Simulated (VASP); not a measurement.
# GeB2C3 (P6/mmm) in VASP: relaxation of cell and atoms with PBE

Aim: the relaxation of cell and atoms of GeB2C3 with PBE.

Everything below comes from runs of VASP 6.6.1. Logs are shortened: lines on timing, memory, paths and dates and some standing lists are left out, and cuts for length are marked.

### 1 The cell of the first run

It takes space group P6/mmm (No. 191, hexagonal). The conventional cell has a = 4.933 Å, b = 4.933 Å, c = 4.157 Å, α = 90.00°, β = 90.00°, γ = 120.00°. Ge (site symmetry 6/mmm) has 8 C at 2.08 to 2.85 Å within 2.9 Å. B (site symmetry -6m2) has 5 C at 2.08 to 2.85 Å and 3 B at 2.85 Å within 2.9 Å. C (site symmetry 6/mmm) has 2 Ge at 2.08 Å and 6 B at 2.85 Å within 2.9 Å. C (site symmetry -6m2) has 2 B at 2.08 Å and 3 C at 2.85 Å and 3 Ge at 2.85 Å within 2.9 Å.

The cell was generated, and may not be a known phase.

### 2 Relaxation of cell and atoms, PBE

File INCAR:

```
PREC = Accurate
ENCUT = 910
EDIFF = 1E-7
ISMEAR = 0
SIGMA = 0.1
LREAL = F
LASPH = T
NELM = 120
ALGO = Normal
ISIF = 3
LWAVE = F
LCHARG = F
GGA = PE
IBRION = 2
NSW = 90
EDIFFG = -0.04
GGA_COMPAT = F
NELMIN = 4
```

File KPOINTS:

```
regular mesh
0
Gamma
  6 6 4
```

File POSCAR:

```
GeB2C3
1.0
    4.9328868300      0.0000000000      0.0000000000
   -2.4664434200      4.2720053100      0.0000000000
    0.0000000000      0.0000000000      4.1571377900
Ge B C
1 2 3
Direct
    0.0000000000      0.0000000000      0.0000000000
    0.3333333300      0.6666666700      0.5000000000
    0.6666666700      0.3333333300      0.5000000000
    0.0000000000      0.0000000000      0.5000000000
    0.3333333300      0.6666666700      0.0000000000
    0.6666666700      0.3333333300      0.0000000000
```

Potentials or basis: VASP PAW PBE potentials, release 64 (Ge_d, B_h, C_h).

Command:

```console
cat potpaw_PBE.64/Ge_d/POTCAR potpaw_PBE.64/B_h/POTCAR potpaw_PBE.64/C_h/POTCAR > POTCAR
mpirun -np 1 vasp_std > vasp.out
```

OUTCAR:

```text
PREC = Accurate
   ENCUT = 910
   EDIFF = 1E-7
   ISMEAR = 0
   LREAL = F
   LASPH = T
   NELM = 120
   ISIF = 3
   GGA = PE
   IBRION = 2
   NSW = 90
   EDIFFG = -0.04
   NELMIN = 4

 ion  position               nearest neighbor table
   1  0.000  0.000  0.000-   4 2.08   4 2.08
   2  0.333  0.667  0.500-
   3  0.667  0.333  0.500-
   4  0.000  0.000  0.500-   1 2.08   1 2.08
   5  0.333  0.667  0.000-
   6  0.667  0.333  0.000-

  LATTYP: Found a hexagonal cell.
 ALAT       =     4.9328868300
 C/A-ratio  =     0.8427393397

  Lattice vectors:

 A1 = (   4.9328868300,   0.0000000000,   0.0000000000)
 A2 = (  -2.4664434200,   4.2720053100,   0.0000000000)
 A3 = (   0.0000000000,   0.0000000000,   4.1571377900)

Analysis of symmetry for initial positions (statically):
=====================================================================
 Subroutine PRICEL returns:
 Original cell was already a primitive cell.

 Routine SETGRP: Setting up the symmetry group for a
 hexagonal supercell.

 Subroutine GETGRP returns: Found 24 space group operations
 (whereof 24 operations were pure point group operations)
 out of a pool of 24 trial point group operations.

The static configuration has the point symmetry D_6h.

Analysis of symmetry for dynamics (positions and initial velocities):
=====================================================================
 Subroutine PRICEL returns:
 Original cell was already a primitive cell.

 Routine SETGRP: Setting up the symmetry group for a
 hexagonal supercell.

 Subroutine GETGRP returns: Found 24 space group operations
 (whereof 24 operations were pure point group operations)
 out of a pool of 24 trial point group operations.

The dynamic configuration has the point symmetry D_6h.

 Subroutine INISYM returns: Found 24 space group operations
 (whereof 24 operations are pure point group operations),
 and found     1 'primitive' translations

----------------------------------------------------------------------------------------

                                     Primitive cell

  volume of cell :      87.6047

  direct lattice vectors                    reciprocal lattice vectors
     4.932886830  0.000000000  0.000000000     0.202721050  0.117041053  0.000000000
    -2.466443420  4.272005310  0.000000000     0.000000000  0.234082106  0.000000000
     0.000000000  0.000000000  4.157137790     0.000000000  0.000000000  0.240550121

  length of vectors
     4.932886830  4.932886834  4.157137790     0.234082106  0.234082106  0.240550121

  position of ions in fractional coordinates (direct lattice)
     0.000000000  0.000000000  0.000000000
     0.333333330  0.666666670  0.500000000
     0.666666670  0.333333330  0.500000000
     0.000000000  0.000000000  0.500000000
     0.333333330  0.666666670  0.000000000
     0.666666670  0.333333330  0.000000000

  ion indices of the primitive-cell ions
   primitive index   ion index
                 1           1
                 2           2
                 3           3
                 4           4
                 5           5
                 6           6

----------------------------------------------------------------------------------------

 KPOINTS: regular mesh

Automatic generation of k-mesh.
 Grid dimensions read from file:
 generate k-points for:    6    6    4

 Generating k-lattice:

  Cartesian coordinates                     Fractional coordinates (reciprocal lattice)
     0.033786842  0.019506842  0.000000000     0.166666667  0.000000000  0.000000000
     0.000000000  0.039013684  0.000000000     0.000000000  0.166666667  0.000000000
     0.000000000  0.000000000  0.060137530     0.000000000  0.000000000  0.250000000

  Length of vectors
     0.039013684  0.039013684  0.060137530

  Shift w.r.t. Gamma in fractional coordinates (k-lattice)
     0.000000000  0.000000000  0.000000000

 Subroutine IBZKPT returns following result:
 ===========================================

 Found     21 irreducible k-points:

 Following reciprocal coordinates:
            Coordinates               Weight
  0.000000  0.000000  0.000000      1.000000
  0.166667  0.000000  0.000000      6.000000
  0.333333  0.000000  0.000000      6.000000
  0.500000  0.000000  0.000000      3.000000
  0.166667  0.166667  0.000000      6.000000
  0.333333  0.166667  0.000000     12.000000
[... 13 lines left out ...]
  0.333333  0.166667  0.500000     12.000000
  0.333333  0.333333  0.500000      2.000000
   k-points           NKPTS =     21   k-points in BZ     NKDIM =     21   number of bands    NBANDS=     20
   number of dos      NEDOS =    301   number of ions     NIONS =      6
   total plane-waves  NPLWV = 105000
   dimension x,y,z NGX =    50 NGY =   50 NGZ =   42
   dimension x,y,z NGXF=   100 NGYF=  100 NGZF=   84
   ions per type =               1   2   3
   NGX,Y,Z   is equivalent  to a cutoff of  16.85, 16.85, 16.80 a.u.
   NGXF,Y,Z  is equivalent  to a cutoff of  33.70, 33.70, 33.59 a.u.
 SYSTEM =  unknown system
   PREC   = accura    normal or accurate (medium, high low for compatibility)
   ISTART =      0    job   : 0-new  1-cont  2-samecut
   ICHARG =      2    charge: 1-file 2-atom 10-const
   ISPIN  =      1    spin polarized calculation?
   LNONCOLLINEAR =      F non collinear calculations
   LSORBIT =      F    spin-orbit coupling
   LASPH  =      T    aspherical Exc in radial PAW
   ENCUT  =  910.0 eV  66.88 Ry    8.18 a.u.  12.13 12.13 10.23*2*pi/ulx,y,z
   NELM   =    120;   NELMIN=  4; NELMDL= -5     # of ELM steps
   EDIFF  = 0.1E-06   stopping-criterion for ELM
   LREAL  =      F    real-space projection
   EDIFFG = -.4E-01   stopping-criterion for IOM
   NSW    =     90    number of steps for IOM
   IBRION =      2    ionic relax: 0-MD 1-quasi-New 2-CG
   NFREE  =      1    steps in history (QN), initial steepest desc. (CG)
   ISIF   =      3    stress and relaxation
   ISYM   =      2    0-nonsym 1-usesym 2-fastsym
   POTIM  = 0.5000    time-step for ionic-motion
   TEBEG  =    0.0;   TEEND  =   0.0 temperature during run
   PSTRESS=    0.0 pullay stress
   NELECT =      32.0000    total number of electrons
   NUPDOWN=      -1.0000    fix difference up-down
   EMIN   =  10.00;   EMAX   =-10.00  energy-range for DOS
   EFERMI =   0.00;   METHOD = LEGACY
   ISMEAR =     0;   SIGMA  =   0.10  broadening in eV -4-tet -1-fermi 0-gaus
   EFERMI_NEDOS =   21; number of points for ismear=-14 and -15
   IALGO  =     38    algorithm
   IMIX   =      4    mixing-type and parameters
     AMIX     =   0.40;   BMIX     =  1.00
     AMIX_MAG =   1.60;   BMIX_MAG =  1.00
  volume/ion in A,a.u.               =      14.60        98.53
  Fermi-wavevector in a.u.,A,eV,Ry     =   1.170260  2.211471 18.633295  1.369509
  Thomas-Fermi vector in A             =   2.306721
   LORBIT       =      0    0 simple, 1 ext, 2 COOP (PROOUT), +10 PAW based schemes
   GGA     = PE    functional components
   LHFCALC =     F    Hartree Fock is set to
   AEXX    =    0.0000 exact exchange contribution
   IVDW    =     0    specifies the selected vdW correction
   LEPSILON=     F    determine dielectric tensor
   LRPA    =     F    only Hartree local field effects (RPA)
 conjugate gradient relaxation of ions
 non-spin polarized calculation
 Gauss-broadening in eV      SIGMA  =   0.10
  energy-cutoff  :      910.00
  volume of cell :       87.60
 maximum number of plane-waves:      5502
 NGX is ok and might be reduce to    50
   NGX = 25   NGY = 25   NGZ = 21

--------------------------------------- Ionic step        1  -------------------------------------------

 number of electron      32.0000003 magnetization

 Free energy of the ion-electron system (eV)
  ---------------------------------------------------
  ext. energy  EPLUGINS =         0.00000000
  ---------------------------------------------------
  free energy    TOTEN  =       -26.39136095 eV

  energy without entropy =      -26.37232645  energy(sigma->0) =      -26.38184370

------------------------ aborting loop because EDIFF is reached ----------------------------------------

  FORCE on cell =-STRESS in cart. coord.  units (eV):
  Direction    XX          YY          ZZ          XY          YZ          ZX
  --------------------------------------------------------------------------------------
  -------------------------------------------------------------------------------------
  Total      -12.8258193    -12.8258193    -22.3285130      0.0000000     -0.0000000      0.0000000
  in kB     -234.5677728   -234.5677730   -408.3598431      0.0000003     -0.0000000      0.0000000
  external PRESSURE =    -292.4984630 kB  Pullay stress =       0.0000000 kB
[... 101 lines left out ...]
  FREE ENERGIE OF THE ION-ELECTRON SYSTEM (eV)
  ---------------------------------------------------
  free  energy   TOTEN  =       -32.1751583762 eV

  energy  without entropy=      -32.1413157411  energy(sigma->0) =      -32.15823706

 E-fermi :   3.8917     XC(G=0): -10.2085

 val. band max:        3.8882687429   @ k =   0.5000   0.0000   0.5000
 cond. band min:       3.9251707160   @ k =   0.3333   0.3333   0.5000
 fundamental gap:      0.0369019731
 Fermi energy:         3.8916787266

 k-point     1 :       0.0000    0.0000    0.0000
  band No.  band energies     occupation
      1     -21.5668      2.00000
      2     -21.1500      2.00000
      3     -21.1500      2.00000
      4     -21.0366      2.00000
      5     -21.0366      2.00000
      6     -10.2381      2.00000
[... 12 lines left out ...]
     19       7.4654      0.00000
[... 444 lines left out ...]
      4     -21.0860      2.00000
      5     -21.0860      2.00000
      6      -7.6937      2.00000
[... 12 lines left out ...]
     19       6.6302      0.00000
     20       6.6302      0.00000

[... ionic steps 4 to 12 ...]

--------------------------------------- Ionic step       13  -------------------------------------------

 number of electron      31.9999994 magnetization

------------------------ aborting loop because EDIFF is reached ----------------------------------------

  FORCE on cell =-STRESS in cart. coord.  units (eV):
  Direction    XX          YY          ZZ          XY          YZ          ZX
  --------------------------------------------------------------------------------------
  -------------------------------------------------------------------------------------
  Total       -0.2713712     -0.2713712     -1.9037391      0.0000000      0.0000000      0.0000000
  in kB       -4.4277495     -4.4277495    -31.0618115      0.0000000      0.0000000      0.0000000
  external PRESSURE =     -13.3057702 kB  Pullay stress =       0.0000000 kB
[... 65 lines left out ...]
  energy  without entropy=      -32.9103875827  energy(sigma->0) =      -32.92143860

--------------------------------------- Ionic step       15  -------------------------------------------

 number of electron      31.9999995 magnetization

 Free energy of the ion-electron system (eV)
  ---------------------------------------------------
  ext. energy  EPLUGINS =         0.00000000
  ---------------------------------------------------
  free energy    TOTEN  =       -33.65244362 eV

  energy without entropy =      -33.62316864  energy(sigma->0) =      -33.63780613

 E-fermi :   1.0824     XC(G=0):  -8.7305

 val. band max:        1.0813863580   @ k =   0.1667   0.1667   0.5000
 cond. band min:       1.0935342918   @ k =   0.1667   0.0000   0.5000
 fundamental gap:      0.0121479338
 Fermi energy:         1.0823558421

 k-point     1 :       0.0000    0.0000    0.0000
  band No.  band energies     occupation
      1     -23.9516      2.00000
      2     -23.2924      2.00000
      3     -23.2924      2.00000
      4     -23.2312      2.00000
      5     -23.2312      2.00000
      6     -11.9573      2.00000
[... 12 lines left out ...]
     19       5.9573      0.00000
[... 492 lines left out ...]
  FREE ENERGIE OF THE ION-ELECTRON SYSTEM (eV)
  ---------------------------------------------------
  free  energy   TOTEN  =       -33.6524436184 eV

  energy  without entropy=      -33.6231686445  energy(sigma->0) =      -33.63780613

 reached required accuracy - stopping structural energy minimisation
```

Wall time 28 min (1 thread of Intel Xeon Platinum 8259CL at 2.50GHz (Skylake/Cascade Lake), shared host); peak memory 0.41 GiB.

Results:

- Free energy: -33.6524 eV
- Relaxed volume: 16.31 Å³/atom
- Relaxed cell: a = 6.054 Å, b = 6.054 Å, c = 3.084 Å, α = 90.00°, β = 90.00°, γ = 120.00°
- Space group after relaxing (to 0.1 Å): P6/mmm (No. 191)
- Energy gained by relaxing: 1210.2 meV/atom
- Ionic steps: 15
- Pressure after relaxing: -0.3 GPa
- Band gap on the k mesh: zero (bands 16 and 17 overlap by 2.29 eV)

The path:
| step | energy change (eV) | largest force (eV/Å) | pressure (GPa) | volume (Å³) |
| --- | --- | --- | --- | --- |
| 1 | 0.0000 | 0.0000 | -29.25 | 87.60 |
| 2 | -5.6839 | 0.0000 | -9.68 | 57.82 |
| 3 | -5.7838 | 0.0000 | -0.47 | 55.30 |
| 4 | -5.7824 | 0.0000 | 1.98 | 54.75 |
| 5 | -5.7887 | 0.0000 | -0.70 | 55.67 |
| 6 | -5.7887 | 0.0000 | -0.78 | 55.71 |
| 7 | -5.7920 | 0.0000 | -1.03 | 55.91 |
| 8 | -5.8055 | 0.0000 | -1.60 | 56.51 |
| 9 | -5.8431 | 0.0000 | -3.07 | 57.73 |
| 10 | -5.9476 | 0.0000 | -5.69 | 60.19 |
| 11 | -6.2934 | 0.0000 | -9.94 | 65.22 |
| 12 | -7.0483 | 0.0000 | -10.33 | 75.71 |
| 13 | -7.2578 | 0.0000 | -1.33 | 98.20 |
| 14 | -6.5411 | 0.0000 | 19.02 | 93.11 |
| 15 | -7.2611 | 0.0000 | -0.26 | 97.88 |

Final structure:
```
Ge B C
1.0
     6.05362    0.00000    0.00000
    -3.02681    5.24259    0.00000
     0.00000    0.00000    3.08403
Ge B C
1 2 3
Direct
  0.00000 0.00000 0.00000
  0.33333 0.66667 0.50000
  0.66667 0.33333 0.50000
  0.00000 0.00000 0.50000
  0.33333 0.66667 0.00000
  0.66667 0.33333 0.00000
```

Levels at points of the mesh, in eV from the Fermi level:
| k point | band 14 | band 15 | band 16 | band 17 | band 18 | band 19 | band 20 |
| --- | --- | --- | --- | --- | --- | --- | --- |
| (0.00, 0.00, 0.00) | -2.65 | -2.65 | -0.71 | -0.71 | 4.12 | 4.87 | 6.44 |
| (0.50, 0.00, 0.00) | -2.34 | -1.60 | -1.30 | -1.15 | 4.66 | 5.45 | 5.67 |
| (0.00, 0.00, 0.50) | 0.25 | 0.25 | 0.62 | 0.62 | 1.87 | 1.87 | 3.19 |
| (0.50, 0.00, 0.50) | 0.06 | 0.48 | 0.83 | 1.44 | 2.13 | 2.35 | 3.23 |

Caveat: the k points lie up to 0.51 Å⁻¹ apart in the final cell, too coarse for converged energies and pressures of a metal; a cell axis changed by over 15 % at a fixed basis, so the end point is rough.
